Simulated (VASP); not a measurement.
# LiH2 (I4/m) in VASP: relaxation of cell and atoms with PBE

Aim: the relaxation of cell and atoms of LiH2 with PBE.

Everything below comes from runs of VASP 6.6.1. Logs are shortened: lines on timing, memory, paths and dates and some standing lists are left out, and cuts for length are marked.

**1. The cell of the first run**

The structure is tetragonal, space group I4/m (No. 87). Conventional cell: a = 4.660 Å, b = 4.660 Å, c = 4.911 Å, α = 90.00°, β = 90.00°, γ = 90.00°. Li (site symmetry 2/m) has 2 H at 1.30 Å within 1.7 Å. H (site symmetry m) has 1 Li at 1.30 Å within 1.7 Å.

The cell was generated, and may not be a known phase.

**2. Relaxation of cell and atoms, PBE**

Contents of INCAR:

```
SYSTEM = LiH2
PREC = Accurate
ENCUT = 1230
EDIFF = 1E-7
ISMEAR = 0
SIGMA = 0.1
LREAL = .FALSE.
LASPH = .TRUE.
NELM = 120
ALGO = Normal
ISIF = 3
LWAVE = .FALSE.
LCHARG = .FALSE.
GGA = PE
IBRION = 2
NSW = 90
EDIFFG = -0.04
GGA_COMPAT = .FALSE.
NELMIN = 4
```

Contents of KPOINTS:

```
regular mesh
0
G
  6 6 6
  0 0 0
```

Contents of POSCAR:

```
LiH2
1.0
   -2.3299656028      2.3299656028      2.4555691045
    2.3299656028     -2.3299656028      2.4555691045
    2.3299656028      2.3299656028     -2.4555691045
Li H
2 4
Direct
    0.0000000000      0.5000000000      0.5000000000
    0.5000000000      0.0000000000      0.5000000000
    0.2500000000      0.3750000000      0.6250000000
    0.3750000000      0.7500000000      0.1250000000
    0.6250000000      0.2500000000      0.8750000000
    0.7500000000      0.6250000000      0.3750000000
```

Potentials or basis: VASP PAW PBE potentials, release 64 (Li_sv, H_h).

Started as:

```bash
cat potpaw_PBE.64/Li_sv/POTCAR potpaw_PBE.64/H_h/POTCAR > POTCAR
mpirun -np 1 vasp_std > vasp.out
```

OUTCAR:

```text
SYSTEM = LiH2
   PREC = Accurate
   ENCUT = 1230
   EDIFF = 1E-7
   ISMEAR = 0
   LREAL = .FALSE.
   LASPH = .TRUE.
   NELM = 120
   ISIF = 3
   GGA = PE
   IBRION = 2
   NSW = 90
   EDIFFG = -0.04
   NELMIN = 4

 ion  position               nearest neighbor table
   1  0.000  0.500  0.500-   3 1.30   6 1.30   2 2.46   2 2.46
   2  0.500  0.000  0.500-   4 1.30   5 1.30   1 2.46   1 2.46
   3  0.250  0.375  0.625-   1 1.30
   4  0.375  0.750  0.125-   2 1.30
   5  0.625  0.250  0.875-   2 1.30
   6  0.750  0.625  0.375-   1 1.30

  LATTYP: Found a body centered tetragonal cell.
 ALAT       =     4.6599312056
 C/A-ratio  =     1.0539078781

  Lattice vectors:

 A1 = (  -2.3299656028,   2.3299656028,   2.4555691045)
 A2 = (   2.3299656028,  -2.3299656028,   2.4555691045)
 A3 = (   2.3299656028,   2.3299656028,  -2.4555691045)

Analysis of symmetry for initial positions (statically):
=====================================================================
 Subroutine PRICEL returns:
 Original cell was already a primitive cell.

 Routine SETGRP: Setting up the symmetry group for a
 body centered tetragonal supercell.

 Subroutine GETGRP returns: Found  8 space group operations
 (whereof  8 operations were pure point group operations)
 out of a pool of 16 trial point group operations.

The static configuration has the point symmetry C_4h.

Analysis of symmetry for dynamics (positions and initial velocities):
=====================================================================
 Subroutine PRICEL returns:
 Original cell was already a primitive cell.

 Routine SETGRP: Setting up the symmetry group for a
 body centered tetragonal supercell.

 Subroutine GETGRP returns: Found  8 space group operations
 (whereof  8 operations were pure point group operations)
 out of a pool of 16 trial point group operations.

The dynamic configuration has the point symmetry C_4h.

 Subroutine INISYM returns: Found  8 space group operations
 (whereof  8 operations are pure point group operations),
 and found     1 'primitive' translations

----------------------------------------------------------------------------------------

                                     Primitive cell

  volume of cell :      53.3226

  direct lattice vectors                    reciprocal lattice vectors
    -2.329965603  2.329965603  2.455569104     0.000000000  0.214595443  0.203618786
     2.329965603 -2.329965603  2.455569104     0.214595443  0.000000000  0.203618786
     2.329965603  2.329965603 -2.455569104     0.214595443  0.214595443  0.000000000

  length of vectors
     4.109415901  4.109415901  4.109415901     0.295823958  0.295823958  0.303483785

  position of ions in fractional coordinates (direct lattice)
     0.000000000  0.500000000  0.500000000
     0.500000000  0.000000000  0.500000000
     0.250000000  0.375000000  0.625000000
     0.375000000  0.750000000  0.125000000
     0.625000000  0.250000000  0.875000000
     0.750000000  0.625000000  0.375000000

  ion indices of the primitive-cell ions
   primitive index   ion index
                 1           1
                 2           2
                 3           3
                 4           4
                 5           5
                 6           6

----------------------------------------------------------------------------------------

 KPOINTS: regular mesh

Automatic generation of k-mesh.
 Grid dimensions read from file:
 generate k-points for:    6    6    6

 Generating k-lattice:

  Cartesian coordinates                     Fractional coordinates (reciprocal lattice)
     0.000000000  0.035765907  0.033936464     0.166666667  0.000000000  0.000000000
     0.035765907  0.000000000  0.033936464     0.000000000  0.166666667  0.000000000
     0.035765907  0.035765907  0.000000000     0.000000000  0.000000000  0.166666667

  Length of vectors
     0.049303993  0.049303993  0.050580631

  Shift w.r.t. Gamma in fractional coordinates (k-lattice)
     0.000000000  0.000000000  0.000000000

 Subroutine IBZKPT returns following result:
 ===========================================

 Found     36 irreducible k-points:

 Following reciprocal coordinates:
            Coordinates               Weight
  0.000000  0.000000  0.000000      1.000000
  0.166667 -0.000000  0.000000      8.000000
  0.333333  0.000000  0.000000      8.000000
  0.500000 -0.000000  0.000000      4.000000
  0.166667  0.166667  0.000000      8.000000
  0.333333  0.166667  0.000000      8.000000
[... 16 lines left out ...]
 -0.333333  0.333333 -0.166667      4.000000
 -0.166667  0.333333  0.166667      8.000000
 [... further k-points ...]
   k-points           NKPTS =     36   k-points in BZ     NKDIM =     36   number of bands    NBANDS=      9
   number of dos      NEDOS =    301   number of ions     NIONS =      6
   total plane-waves  NPLWV = 110592
   dimension x,y,z NGX =    48 NGY =   48 NGZ =   48
   dimension x,y,z NGXF=    96 NGYF=   96 NGZF=   96
   ions per type =               2   4
   NGX,Y,Z   is equivalent  to a cutoff of  19.42, 19.42, 19.42 a.u.
   NGXF,Y,Z  is equivalent  to a cutoff of  38.84, 38.84, 38.84 a.u.
 SYSTEM =  LiH2
   PREC   = accura    normal or accurate (medium, high low for compatibility)
   ISTART =      0    job   : 0-new  1-cont  2-samecut
   ICHARG =      2    charge: 1-file 2-atom 10-const
   ISPIN  =      1    spin polarized calculation?
   LNONCOLLINEAR =      F non collinear calculations
   LSORBIT =      F    spin-orbit coupling
   LASPH  =      T    aspherical Exc in radial PAW
   ENCUT  = 1230.0 eV  90.40 Ry    9.51 a.u.  11.75 11.75 11.75*2*pi/ulx,y,z
   NELM   =    120;   NELMIN=  4; NELMDL= -5     # of ELM steps
   EDIFF  = 0.1E-06   stopping-criterion for ELM
   LREAL  =      F    real-space projection
   EDIFFG = -.4E-01   stopping-criterion for IOM
   NSW    =     90    number of steps for IOM
   IBRION =      2    ionic relax: 0-MD 1-quasi-New 2-CG
   NFREE  =      1    steps in history (QN), initial steepest desc. (CG)
   ISIF   =      3    stress and relaxation
   ISYM   =      2    0-nonsym 1-usesym 2-fastsym
   POTIM  = 0.5000    time-step for ionic-motion
   TEBEG  =    0.0;   TEEND  =   0.0 temperature during run
   PSTRESS=    0.0 pullay stress
   NELECT =      10.0000    total number of electrons
   NUPDOWN=      -1.0000    fix difference up-down
   EMIN   =  10.00;   EMAX   =-10.00  energy-range for DOS
   EFERMI =   0.00;   METHOD = LEGACY
   ISMEAR =     0;   SIGMA  =   0.10  broadening in eV -4-tet -1-fermi 0-gaus
   EFERMI_NEDOS =   21; number of points for ismear=-14 and -15
   IALGO  =     38    algorithm
   IMIX   =      4    mixing-type and parameters
     AMIX     =   0.40;   BMIX     =  1.00
     AMIX_MAG =   1.60;   BMIX_MAG =  1.00
  volume/ion in A,a.u.               =       8.89        59.97
  Fermi-wavevector in a.u.,A,eV,Ry     =   0.937068  1.770802 11.947227  0.878096
  Thomas-Fermi vector in A             =   2.064141
   LORBIT       =      0    0 simple, 1 ext, 2 COOP (PROOUT), +10 PAW based schemes
   GGA     = PE    functional components
   LHFCALC =     F    Hartree Fock is set to
   AEXX    =    0.0000 exact exchange contribution
   IVDW    =     0    specifies the selected vdW correction
   LEPSILON=     F    determine dielectric tensor
   LRPA    =     F    only Hartree local field effects (RPA)
 conjugate gradient relaxation of ions
 non-spin polarized calculation
 Gauss-broadening in eV      SIGMA  =   0.10
  energy-cutoff  :     1230.00
  volume of cell :       53.32
 maximum number of plane-waves:      5256
   NGX = 23   NGY = 23   NGZ = 23

--------------------------------------- Ionic step        1  -------------------------------------------

 number of electron      10.0000001 magnetization

 Free energy of the ion-electron system (eV)
  ---------------------------------------------------
  ext. energy  EPLUGINS =         0.00000000
  ---------------------------------------------------
  free energy    TOTEN  =       -11.55202264 eV

  energy without entropy =      -11.54947814  energy(sigma->0) =      -11.55075039

------------------------ aborting loop because EDIFF is reached ----------------------------------------

  FORCE on cell =-STRESS in cart. coord.  units (eV):
  Direction    XX          YY          ZZ          XY          YZ          ZX
  --------------------------------------------------------------------------------------
  -------------------------------------------------------------------------------------
  Total        5.6731051      5.6731051      1.5863787      0.0000015      0.0000000      0.0000000
  in kB      170.4591186    170.4591186     47.6657323      0.0000454      0.0000000      0.0000000
  external PRESSURE =     129.5279898 kB  Pullay stress =       0.0000000 kB
[... 101 lines left out ...]
  FREE ENERGIE OF THE ION-ELECTRON SYSTEM (eV)
  ---------------------------------------------------
  free  energy   TOTEN  =       -14.9351484025 eV

  energy  without entropy=      -14.9351475960  energy(sigma->0) =      -14.93514800

[... ionic steps 4 to 13 ...]

--------------------------------------- Ionic step       14  -------------------------------------------

 number of electron       9.9999997 magnetization

------------------------ aborting loop because EDIFF is reached ----------------------------------------

  FORCE on cell =-STRESS in cart. coord.  units (eV):
  Direction    XX          YY          ZZ          XY          YZ          ZX
  --------------------------------------------------------------------------------------
  -------------------------------------------------------------------------------------
  Total        0.0775675      0.0775675      0.0687823      0.0000000      0.0000000      0.0000000
  in kB        1.7208640      1.7208640      1.5259617      0.0000002      0.0000000      0.0000000
  external PRESSURE =       1.6558965 kB  Pullay stress =       0.0000000 kB
[... 65 lines left out ...]
  energy  without entropy=      -15.5758110219  energy(sigma->0) =      -15.57581102

--------------------------------------- Ionic step       16  -------------------------------------------

 number of electron       9.9999997 magnetization

 Free energy of the ion-electron system (eV)
  ---------------------------------------------------
  ext. energy  EPLUGINS =         0.00000000
  ---------------------------------------------------
  free energy    TOTEN  =       -15.57728272 eV

  energy without entropy =      -15.57728272  energy(sigma->0) =      -15.57728272

 E-fermi :  -1.1756     XC(G=0):  -6.3928

 val. band max:       -1.7436261280   @ k =   0.5000   0.5000   0.0000
 cond. band min:      -0.2297780613   @ k =   0.3333   0.3333   0.1667
 fundamental gap:      1.5138480667
 Fermi energy:        -1.1756430242

 k-point     1 :       0.0000    0.0000    0.0000
  band No.  band energies     occupation
      1     -46.6825      2.00000
      2     -46.6739      2.00000
      3      -8.3380      2.00000
      4      -2.0939      2.00000
      5      -2.0939      2.00000
      6       1.5456      0.00000
      7       3.9958      0.00000
      8       4.6740      0.00000
      9       6.7149      0.00000
[... 265 lines left out ...]
 k-point    24 :      -0.1667    0.3333    0.1667
  band No.  band energies     occupation
      1     -46.6799      2.00000
      2     -46.6764      2.00000
      3      -8.0282      2.00000
      4      -2.9946      2.00000
      5      -2.2170      2.00000
      6       1.6326      0.00000
      7       2.3880      0.00000
      8       3.9493      0.00000
      9       4.6674      0.00000

 [... further k-points ...]

------------------------ aborting loop because EDIFF is reached ----------------------------------------

  FORCE on cell =-STRESS in cart. coord.  units (eV):
  Direction    XX          YY          ZZ          XY          YZ          ZX
  --------------------------------------------------------------------------------------
  -------------------------------------------------------------------------------------
  Total        0.0681062      0.0681062      0.0482749     -0.0000000      0.0000000      0.0000000
  in kB        1.4996391      1.4996391      1.0629702     -0.0000000      0.0000000      0.0000000
  external PRESSURE =       1.3540828 kB  Pullay stress =       0.0000000 kB
[... 21 lines left out ...]
  FREE ENERGIE OF THE ION-ELECTRON SYSTEM (eV)
  ---------------------------------------------------
  free  energy   TOTEN  =       -15.5772827181 eV

  energy  without entropy=      -15.5772827181  energy(sigma->0) =      -15.57728272

 reached required accuracy - stopping structural energy minimisation
```

It took 18 min on 1 thread of AMD EPYC 7R43 (Zen 3), shared host; peak memory 0.31 GiB.

What came out:

- Free energy: -15.5773 eV
- Relaxed volume: 12.13 Å³/atom
- Relaxed cell: a = 4.634 Å, b = 4.634 Å, c = 4.634 Å, α = 117.55°, β = 117.55°, γ = 94.30°
- Space group after relaxing (to 0.1 Å): I4/mmm (No. 139)
- Energy gained by relaxing: 670.9 meV/atom
- Ionic steps: 16
- Pressure after relaxing: 0.1 GPa
- Largest force after relaxing: 0.016 eV/Å
- Band gap on the k mesh: 1.51 eV (least direct gap 1.75 eV)

Forces on the atoms (eV/Å):
```
Li   0.000  0.000  0.000
Li   0.000  0.000  0.000
H   -0.013  0.010  0.000
H   -0.010 -0.013  0.000
H    0.010  0.013  0.000
H    0.013 -0.010  0.000
```

Step by step:
| step | energy change (eV) | largest force (eV/Å) | pressure (GPa) | volume (Å³) |
| --- | --- | --- | --- | --- |
| 1 | 0.0000 | 4.2573 | 12.95 | 53.32 |
| 2 | -2.6069 | 1.7479 | 1.58 | 59.04 |
| 3 | -3.3831 | 0.7556 | -3.47 | 66.36 |
| 4 | -3.6945 | 0.6082 | -2.15 | 63.98 |
| 5 | -3.9338 | 0.1176 | 2.05 | 59.42 |
| 6 | -3.9378 | 0.0953 | 1.32 | 60.03 |
| 7 | -3.9381 | 0.0828 | 1.50 | 59.88 |
| 8 | -3.9552 | 0.0593 | 1.22 | 61.12 |
| 9 | -3.9878 | 0.0951 | 0.50 | 64.92 |
| 10 | -3.9861 | 0.2675 | -0.49 | 72.85 |
| 11 | -3.9963 | 0.1917 | -0.09 | 69.17 |
| 12 | -4.0132 | 0.0616 | -0.30 | 70.86 |
| 13 | -4.0167 | 0.0952 | -0.44 | 72.28 |
| 14 | -4.0238 | 0.0494 | 0.17 | 72.22 |
| 15 | -4.0238 | 0.0459 | 0.22 | 72.21 |
| 16 | -4.0253 | 0.0160 | 0.14 | 72.76 |

Final structure:
```
Li H
1.0
    -2.40250    2.40250    3.15155
     2.40250   -2.40250    3.15155
     2.40250    2.40250   -3.15155
Li H
2 4
Direct
  0.00000 0.50000 0.50000
  0.50000 0.00000 0.50000
  0.36087 0.36245 0.72333
  0.36245 0.63913 0.00158
  0.63755 0.36087 0.99842
  0.63913 0.63755 0.27667
```

Levels at points of the mesh, in eV from the valence-band top:
```csv
k point,band 2,band 3,band 4,band 5,band 6,band 7,band 8,band 9
"(0.00, 0.00, 0.00)",-44.93,-6.59,-0.35,-0.35,3.29,5.74,6.42,8.46
"(0.50, 0.00, 0.00)",-44.93,-6.27,-1.37,-0.45,3.99,4.36,4.62,6.87
"(0.50, 0.50, 0.00)",-44.93,-6.29,-1.27,0.00,1.75,4.14,5.76,8.21
"(0.50, 0.50, 0.50)",-44.93,-5.96,-1.14,-1.14,1.65,4.73,5.85,6.73
```

Caveat: the volume moved by over 15 % at a fixed basis, so the end points are rough. A k mesh can miss the band edges.
